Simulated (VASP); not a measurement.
# P (P4/mmm) in VASP: further runs

The runs below take P through single point, with r2SCAN.

All numbers are computed with VASP 6.6.1; they aren't measurements. Logs are shortened: lines on timing, memory, paths and dates and some standing lists are left out, and cuts for length are marked.

### 1 The cell of the first run

The structure is tetragonal, space group P4/mmm (No. 123). The conventional cell has a = 4.059 Å, b = 4.059 Å, c = 4.159 Å, α = 90.00°, β = 90.00°, γ = 90.00°. Within 5.3 Å of P (site symmetry 4/mmm) lie 6 P at 4.06 to 4.16 Å.

### 2 Single point, r2SCAN (strain -0.050 along x and y, -0.050 along z)

The input, POSCAR:

```
P
1.0
    4.0592596145      0.0000000000      0.0000000000
    0.0000000000      4.0592596145      0.0000000000
    0.0000000000      0.0000000000      4.1591000000
P
1
Direct
    0.0000000000      0.0000000000      0.0000000000
```

The input, INCAR.step1:

```
SYSTEM = P
  ALGO = Normal
  EDIFF = 1E-4
  ENCUT = 520
  GGA = PE
  ISMEAR = 0
  LASPH = .TRUE.
  LCHARG = .FALSE.
  LREAL = .FALSE.
  LWAVE = .TRUE.
  NBANDS = 8
  NELM = 80
  PREC = Accurate
  SIGMA = 0.15
```

The input, INCAR.step2:

```
SYSTEM = P
  ALGO = Normal
  EDIFF = 1E-6
  ENCUT = 520
  ISIF = 2
  ISMEAR = 0
  ISTART = 1
  LASPH = .TRUE.
  LCHARG = .FALSE.
  LMIXTAU = .TRUE.
  LREAL = .FALSE.
  LWAVE = .FALSE.
  METAGGA = R2SCAN
  NBANDS = 8
  NELM = 80
  PREC = Accurate
  SIGMA = 0.15
```

The input, KPOINTS:

```
k-points
0
G
  12 12 12
  0 0 0
```

Potentials or basis: VASP PAW PBE potentials, release 64 (P).

Command:

```sh
> cat potpaw_PBE.64/P/POTCAR > POTCAR
> cp INCAR.step1 INCAR
> mpirun -np 1 vasp_std > vasp.out
> cp INCAR.step2 INCAR
> mpirun -np 1 vasp_std > vasp.out
```

OUTCAR:

```text
SYSTEM = P
   EDIFF = 1E-6
   ENCUT = 520
   ISIF = 2
   ISMEAR = 0
   ISTART = 1
   LASPH = .TRUE.
   LREAL = .FALSE.
   METAGGA = R2SCAN
   NELM = 80
   PREC = Accurate

 ion  position               nearest neighbor table
   1  0.000  0.000  0.000-

  LATTYP: Found a simple tetragonal cell.
 ALAT       =     4.0592596145
 C/A-ratio  =     1.0245957133

  Lattice vectors:

 A1 = (   4.0592596145,   0.0000000000,   0.0000000000)
 A2 = (   0.0000000000,   4.0592596145,   0.0000000000)
 A3 = (   0.0000000000,   0.0000000000,   4.1591000000)

Analysis of symmetry for initial positions (statically):
=====================================================================
 Subroutine PRICEL returns:
 Original cell was already a primitive cell.

 Routine SETGRP: Setting up the symmetry group for a
 simple tetragonal supercell.

 Subroutine GETGRP returns: Found 16 space group operations
 (whereof 16 operations were pure point group operations)
 out of a pool of 16 trial point group operations.

The static configuration has the point symmetry D_4h.

Analysis of symmetry for dynamics (positions and initial velocities):
=====================================================================
 Subroutine PRICEL returns:
 Original cell was already a primitive cell.

 Routine SETGRP: Setting up the symmetry group for a
 simple tetragonal supercell.

 Subroutine GETGRP returns: Found 16 space group operations
 (whereof 16 operations were pure point group operations)
 out of a pool of 16 trial point group operations.

The dynamic configuration has the point symmetry D_4h.

 Subroutine INISYM returns: Found 16 space group operations
 (whereof 16 operations are pure point group operations),
 and found     1 'primitive' translations

----------------------------------------------------------------------------------------

                                     Primitive cell

  volume of cell :      68.5319

  direct lattice vectors                    reciprocal lattice vectors
     4.059259615  0.000000000  0.000000000     0.246350343  0.000000000  0.000000000
     0.000000000  4.059259615  0.000000000     0.000000000  0.246350343  0.000000000
     0.000000000  0.000000000  4.159100000     0.000000000  0.000000000  0.240436633

  length of vectors
     4.059259615  4.059259615  4.159100000     0.246350343  0.246350343  0.240436633

  position of ions in fractional coordinates (direct lattice)
     0.000000000  0.000000000  0.000000000

  ion indices of the primitive-cell ions
   primitive index   ion index
                 1           1

----------------------------------------------------------------------------------------

 KPOINTS: k-points

Automatic generation of k-mesh.
 Grid dimensions read from file:
 generate k-points for:   12   12   12

 Generating k-lattice:

  Cartesian coordinates                     Fractional coordinates (reciprocal lattice)
     0.020529195  0.000000000  0.000000000     0.083333333  0.000000000  0.000000000
     0.000000000  0.020529195  0.000000000     0.000000000  0.083333333  0.000000000
     0.000000000  0.000000000  0.020036386     0.000000000  0.000000000  0.083333333

  Length of vectors
     0.020529195  0.020529195  0.020036386

  Shift w.r.t. Gamma in fractional coordinates (k-lattice)
     0.000000000  0.000000000  0.000000000

 Subroutine IBZKPT returns following result:
 ===========================================

 Found    196 irreducible k-points:

 Following reciprocal coordinates:
            Coordinates               Weight
  0.000000  0.000000  0.000000      1.000000
  0.083333  0.000000  0.000000      4.000000
  0.166667  0.000000  0.000000      4.000000
  0.250000  0.000000  0.000000      4.000000
  0.333333  0.000000  0.000000      4.000000
  0.416667  0.000000  0.000000      4.000000
[... 16 lines left out ...]
  0.333333  0.333333  0.000000      4.000000
  0.416667  0.333333  0.000000      8.000000
 [... further k-points ...]
   k-points           NKPTS =    196   k-points in BZ     NKDIM =    196   number of bands    NBANDS=      8
   number of dos      NEDOS =    301   number of ions     NIONS =      1
   total plane-waves  NPLWV =  28800
   dimension x,y,z NGX =    30 NGY =   30 NGZ =   32
   dimension x,y,z NGXF=    60 NGYF=   60 NGZF=   64
   ions per type =               1
   NGX,Y,Z   is equivalent  to a cutoff of  12.29, 12.29, 12.79 a.u.
   NGXF,Y,Z  is equivalent  to a cutoff of  24.57, 24.57, 25.58 a.u.
 SYSTEM =  P
   PREC   = accura    normal or accurate (medium, high low for compatibility)
   ISTART =      1    job   : 0-new  1-cont  2-samecut
   ICHARG =      0    charge: 1-file 2-atom 10-const
   ISPIN  =      1    spin polarized calculation?
   LNONCOLLINEAR =      F non collinear calculations
   LSORBIT =      F    spin-orbit coupling
   LASPH  =      T    aspherical Exc in radial PAW
   ENCUT  =  520.0 eV  38.22 Ry    6.18 a.u.   7.55  7.55  7.73*2*pi/ulx,y,z
   NELM   =     80;   NELMIN=  2; NELMDL=  0     # of ELM steps
   EDIFF  = 0.1E-05   stopping-criterion for ELM
   LREAL  =      F    real-space projection
   EDIFFG = 0.1E-04   stopping-criterion for IOM
   NSW    =      0    number of steps for IOM
   IBRION =     -1    ionic relax: 0-MD 1-quasi-New 2-CG
   NFREE  =      0    steps in history (QN), initial steepest desc. (CG)
   ISIF   =      2    stress and relaxation
   ISYM   =      2    0-nonsym 1-usesym 2-fastsym
   POTIM  = 0.5000    time-step for ionic-motion
   TEBEG  =    0.0;   TEEND  =   0.0 temperature during run
   PSTRESS=    0.0 pullay stress
   NELECT =       5.0000    total number of electrons
   NUPDOWN=      -1.0000    fix difference up-down
   EMIN   =  10.00;   EMAX   =-10.00  energy-range for DOS
   EFERMI =   0.00;   METHOD = LEGACY
   ISMEAR =     0;   SIGMA  =   0.15  broadening in eV -4-tet -1-fermi 0-gaus
   EFERMI_NEDOS =   21; number of points for ismear=-14 and -15
   IALGO  =     38    algorithm
   IMIX   =      4    mixing-type and parameters
     AMIX     =   0.40;   BMIX     =  1.00
     AMIX_MAG =   1.60;   BMIX_MAG =  1.00
  volume/ion in A,a.u.               =      68.53       462.48
  Fermi-wavevector in a.u.,A,eV,Ry     =   0.684070  1.292705  6.366869  0.467952
  Thomas-Fermi vector in A             =   1.763616
   LORBIT       =      0    0 simple, 1 ext, 2 COOP (PROOUT), +10 PAW based schemes
   METAGGA = R2SCAN    functional components
   LHFCALC =     F    Hartree Fock is set to
   AEXX    =    0.0000 exact exchange contribution
   IVDW    =     0    specifies the selected vdW correction
   LEPSILON=     F    determine dielectric tensor
   LRPA    =     F    only Hartree local field effects (RPA)
 non-spin polarized calculation
 Gauss-broadening in eV      SIGMA  =   0.15
  energy-cutoff  :      520.00
  volume of cell :       68.53
 maximum number of plane-waves:      1872
   NGX = 15   NGY = 15   NGZ = 15

 number of electron       4.9999999 magnetization

 Free energy of the ion-electron system (eV)
  ---------------------------------------------------
  ext. energy  EPLUGINS =         0.00000000
  ---------------------------------------------------
  free energy    TOTEN  =        -4.65975348 eV

  energy without entropy =       -4.63157378  energy(sigma->0) =       -4.64566363

 E-fermi :  -2.7930     XC(G=0):  -5.6942

 val. band max:       -2.8045842619   @ k =   0.3333   0.1667   0.2500
 cond. band min:      -2.7911457016   @ k =   0.3333   0.2500   0.1667
 fundamental gap:      0.0134385603
 Fermi energy:        -2.7930256256

 k-point     1 :       0.0000    0.0000    0.0000
  band No.  band energies     occupation
      1     -12.1184      2.00000
      2      -2.1760      0.00000
      3      -2.0270      0.00000
      4      -2.0270      0.00000
      5       2.4832      0.00000
      6       5.3140      0.00000
      7       5.4056      0.00000
      8      10.6458      0.00000

 k-point     2 :       0.0833    0.0000    0.0000
  band No.  band energies     occupation
      1     -12.1009      2.00000
      2      -2.1992      0.00000
      3      -2.1621      0.00000
      4      -2.0137      0.00000
      5       2.6240      0.00000
      6       5.3741      0.00000
      7       5.5559      0.00000
      8      10.1098      0.00000

 k-point     3 :       0.1667    0.0000    0.0000
  band No.  band energies     occupation
      1     -12.0521      2.00000
      2      -2.6176      0.09812
      3      -2.1237      0.00000
      4      -1.9769      0.00000
      5       2.9669      0.00000
      6       5.5081      0.00000
      7       5.9709      0.00000
      8       9.3301      0.00000

 k-point     4 :       0.2500    0.0000    0.0000
  band No.  band energies     occupation
      1     -11.9832      2.00000
      2      -3.1067      1.99690
      3      -2.0700      0.00000
      4      -1.9253      0.00000
      5       3.4016      0.00000
      6       5.7041      0.00000
      7       6.3537      0.00000
      8       8.6352      0.00000

 k-point     5 :       0.3333    0.0000    0.0000
  band No.  band energies     occupation
      1     -11.9113      2.00000
      2      -3.5352      2.00000
      3      -2.0146      0.00000
      4      -1.8723      0.00000
      5       3.8852      0.00000
      6       5.9305      0.00000
      7       6.3044      0.00000
      8       8.0987      0.00000
[... 177 lines left out ...]
 k-point    22 :       0.5000    0.2500    0.0000
  band No.  band energies     occupation
      1     -11.7102      2.00000
      2      -3.7307      2.00000
      3      -2.7618      0.76823
      4      -1.8634      0.00000
      5       4.3015      0.00000
      6       5.5846      0.00000
      7       7.5570      0.00000
      8       7.8797      0.00000

 k-point    23 :       0.3333    0.3333    0.0000
  band No.  band energies     occupation
      1     -11.7146      2.00000
      2      -3.3035      2.00000
      3      -3.2104      1.99992
      4      -1.8667      0.00000
      5       4.0899      0.00000
      6       5.6544      0.00000
      7       7.9355      0.00000
      8       8.1308      0.00000

 k-point    24 :       0.4167    0.3333    0.0000
  band No.  band energies     occupation
      1     -11.6629      2.00000
      2      -3.5312      2.00000
      3      -3.1796      1.99973
      4      -1.8287      0.00000
      5       3.8667      0.00000
      6       5.8528      0.00000
      7       8.0707      0.00000
      8       8.1753      0.00000

 [... further k-points ...]

------------------------ aborting loop because EDIFF is reached ----------------------------------------

  FORCE on cell =-STRESS in cart. coord.  units (eV):
  Direction    XX          YY          ZZ          XY          YZ          ZX
  --------------------------------------------------------------------------------------
  -------------------------------------------------------------------------------------
  Total       -2.4176992     -2.4176992     -2.2108612      0.0000000     -0.0000000      0.0000000
  in kB      -56.5223004    -56.5223004    -51.6867291      0.0000000     -0.0000000      0.0000000
  external PRESSURE =     -54.9104433 kB  Pullay stress =       0.0000000 kB

 VOLUME and BASIS-vectors are now :
 -----------------------------------------------------------------------------
  energy-cutoff  :      520.00
  volume of cell :       68.53
      direct lattice vectors                 reciprocal lattice vectors
     4.059259615  0.000000000  0.000000000     0.246350343  0.000000000  0.000000000
     0.000000000  4.059259615  0.000000000     0.000000000  0.246350343  0.000000000
     0.000000000  0.000000000  4.159100000     0.000000000  0.000000000  0.240436633

 POSITION                                       TOTAL-FORCE (eV/Angst)
 -----------------------------------------------------------------------------------
      0.00000      0.00000      0.00000         0.000000      0.000000      0.000000
 -----------------------------------------------------------------------------------
    total drift:                                0.000000      0.000000      0.000000

  FREE ENERGIE OF THE ION-ELECTRON SYSTEM (eV)
  ---------------------------------------------------
  free  energy   TOTEN  =        -4.6597534778 eV

  energy  without entropy=       -4.6315737795  energy(sigma->0) =       -4.64566363
```

Wall time 2.1 min (1 thread of Intel Xeon 6975P-C (Granite Rapids), shared host); peak memory 0.23 GiB.

What came out:

- Free energy: -4.6598 eV
- Pressure: -5.5 GPa
- Band gap on the k mesh: zero (an odd number of electrons rules out a gap without spin polarisation)

Stress tensor (GPa, compression positive):
```
-5.65  0.00  0.00
 0.00 -5.65  0.00
 0.00  0.00 -5.17
```

Levels at points of the mesh, in eV from the Fermi level:
| k point | band 1 | band 2 | band 3 | band 4 | band 5 | band 6 | band 7 |
| --- | --- | --- | --- | --- | --- | --- | --- |
| (0.00, 0.00, 0.00) | -9.33 | 0.62 | 0.77 | 0.77 | 5.28 | 8.11 | 8.20 |
| (0.50, 0.00, 0.00) | -9.04 | -1.13 | 0.84 | 0.98 | 7.50 | 8.36 | 9.00 |
| (0.50, 0.50, 0.00) | -8.78 | -0.72 | -0.72 | 1.03 | 6.09 | 9.21 | 11.11 |
| (0.00, 0.00, 0.50) | -9.09 | -1.07 | 0.94 | 0.94 | 7.48 | 8.30 | 8.95 |
| (0.50, 0.00, 0.50) | -8.83 | -0.77 | -0.66 | 1.13 | 6.06 | 9.22 | 11.06 |
| (0.50, 0.50, 0.50) | -8.58 | -0.43 | -0.43 | -0.32 | 7.37 | 7.47 | 7.47 |

Caveat: the cell differs from its parent crystal (strain -0.050 along x and y, -0.050 along z); the cell stands under tension; the atoms stand far beyond bonding distance, and open shells without spin polarisation read as a metal; the PAW data sets were made with another functional, which shifts forces and pressure a little.

### 3 Single point, r2SCAN (strain -0.050 along x and y, -0.025 along z)

Changes to POSCAR since step 2:

```diff
@@ -4,3 +4,3 @@
     0.0000000000      4.0592596145      0.0000000000
-    0.0000000000      0.0000000000      4.1591000000
+    0.0000000000      0.0000000000      4.2685500000
 P
```

The input, INCAR.step1:

```
SYSTEM = P
ALGO = Normal ; EDIFF = 1E-4
ENCUT = 520 ; GGA = PE
ISMEAR = 0 ; LASPH = .True.
LCHARG = .False. ; LREAL = .False.
LWAVE = .True. ; NBANDS = 8
NELM = 60 ; PREC = Accurate
SIGMA = 0.15
```

The input, INCAR.step2:

```
SYSTEM = P
ALGO = Normal ; EDIFF = 1E-7
ENCUT = 520 ; ISIF = 2
ISMEAR = 0 ; ISTART = 1
LASPH = .True. ; LCHARG = .False.
LMIXTAU = .True. ; LREAL = .False.
LWAVE = .False. ; METAGGA = R2SCAN
NBANDS = 8 ; NELM = 60
PREC = Accurate ; SIGMA = 0.15
```

The input, KPOINTS:

```
k-points
0
Gamma
  12 12 12
  0 0 0
```

Potentials or basis: VASP PAW PBE potentials, release 64 (P).

Command:

```sh
> cat potpaw_PBE.64/P/POTCAR > POTCAR
> cp INCAR.step1 INCAR
> mpirun -np 1 vasp_std > vasp.out
> cp INCAR.step2 INCAR
> mpirun -np 1 vasp_std > vasp.out
```

It took 2.1 min on 1 thread of Intel Xeon 6975P-C (Granite Rapids), shared host; peak memory 0.23 GiB.

It converged, with:

```
Free energy            : -4.6053 eV
Pressure               : -5.2 GPa
Band gap on the k mesh : zero (an odd number of electrons rules out a gap without spin polarisation)
```

Stress tensor (GPa, compression positive):
```
-5.54  0.00  0.00
 0.00 -5.54  0.00
 0.00  0.00 -4.55
```

Levels at points of the mesh, in eV from the Fermi level:
```tsv
k point	band 1	band 2	band 3	band 4	band 5
(0.00, 0.00, 0.00)	-9.30	0.49	0.78	0.78	5.22
(0.50, 0.00, 0.00)	-9.02	-1.11	0.72	0.99	7.43
(0.50, 0.50, 0.00)	-8.76	-0.70	-0.70	0.92	6.13
(0.00, 0.00, 0.50)	-9.11	-0.99	0.93	0.93	7.40
(0.50, 0.00, 0.50)	-8.85	-0.80	-0.57	1.12	6.07
(0.50, 0.50, 0.50)	-8.60	-0.45	-0.45	-0.23	7.30
```

Caveat: the cell differs from its parent crystal (strain -0.050 along x and y, -0.025 along z); the cell stands under tension; the atoms stand far beyond bonding distance, and open shells without spin polarisation read as a metal; the PAW data sets were made with another functional, which shifts forces and pressure a little.

### 4 Single point, r2SCAN (strain -0.025 along x and y, -0.050 along z)

The input, POSCAR:

```
P
1.0
    4.1660822360      0.0000000000      0.0000000000
    0.0000000000      4.1660822360      0.0000000000
    0.0000000000      0.0000000000      4.1591000000
P
1
Direct
    0.0000000000      0.0000000000      0.0000000000
```

The input, INCAR.step1:

```
ALGO = Normal
EDIFF = 1E-4
ENCUT = 520
GGA = PE
ISMEAR = 0
LASPH = True
LCHARG = False
LREAL = False
LWAVE = True
NBANDS = 8
NELM = 60
PREC = Accurate
SIGMA = 0.15
```

The input, INCAR.step2:

```
ALGO = Normal
EDIFF = 1E-7
ENCUT = 520
ISIF = 2
ISMEAR = 0
ISTART = 1
LASPH = True
LCHARG = False
LMIXTAU = True
LREAL = False
LWAVE = False
METAGGA = R2SCAN
NBANDS = 8
NELM = 60
PREC = Accurate
SIGMA = 0.15
```

The input, KPOINTS:

```
k-points
0
Gamma
  12 12 12
```

Command:

```sh
> cat potpaw_PBE.64/P/POTCAR > POTCAR
> cp INCAR.step1 INCAR
> mpirun -np 1 vasp_std > vasp.out
> cp INCAR.step2 INCAR
> mpirun -np 1 vasp_std > vasp.out
```

Run time: 91 s. Hardware: 1 thread of Intel Xeon 6975P-C (Granite Rapids), shared host; peak memory 0.24 GiB.

Results (log left out):

* Free energy: -4.5397 eV
* Pressure: -4.9 GPa
* Band gap on the k mesh: zero (an odd number of electrons rules out a gap without spin polarisation)

Levels at points of the mesh, in eV from the Fermi level:
```
           k point  band 1  band 2  band 3  band 4  band 5  band 6  band 7
(0.00, 0.00, 0.00)   -9.27    0.65    0.65    0.66    5.19    8.13    8.14
(0.50, 0.00, 0.00)   -9.04   -1.01    0.83    0.84    7.35    8.16    8.94
(0.50, 0.50, 0.00)   -8.83   -0.66   -0.66    1.00    6.10    9.09   10.83
(0.00, 0.00, 0.50)   -9.04   -1.02    0.83    0.83    7.36    8.16    8.94
(0.50, 0.00, 0.50)   -8.83   -0.66   -0.65    0.99    6.10    9.09   10.83
(0.50, 0.50, 0.50)   -8.63   -0.37   -0.36   -0.36    7.43    7.43    7.44
```

Caveat: the cell differs from its parent crystal (strain -0.025 along x and y, -0.050 along z); the cell stands under tension; the atoms stand far beyond bonding distance, and open shells without spin polarisation read as a metal; the PAW data sets were made with another functional, which shifts forces and pressure a little.

### 5 Overview

| cell | gap on the mesh (eV) | pressure (GPa) |
| --- | --- | --- |
| a = 4.059, b = 4.059, c = 4.159 Å, 1 atom | none | -5.5 |
| a = 4.059, b = 4.059, c = 4.269 Å, 1 atom | none | -5.2 |
| a = 4.166, b = 4.166, c = 4.159 Å, 1 atom | none | -4.9 |

Alike in all rows: task single point; level r2SCAN; potentials or basis VASP PAW PBE potentials, release 64 (P); no spin polarisation; k mesh 12 × 12 × 12; cutoff (eV) 520; smearing gaussian 0.15 eV.

Caveats: the cell stands under tension; the atoms stand far beyond bonding distance, and open shells without spin polarisation read as a metal; the PAW data sets were made with another functional, which shifts forces and pressure a little.

Total energies depend on the potentials used, so only differences within one code and one set of settings carry meaning.
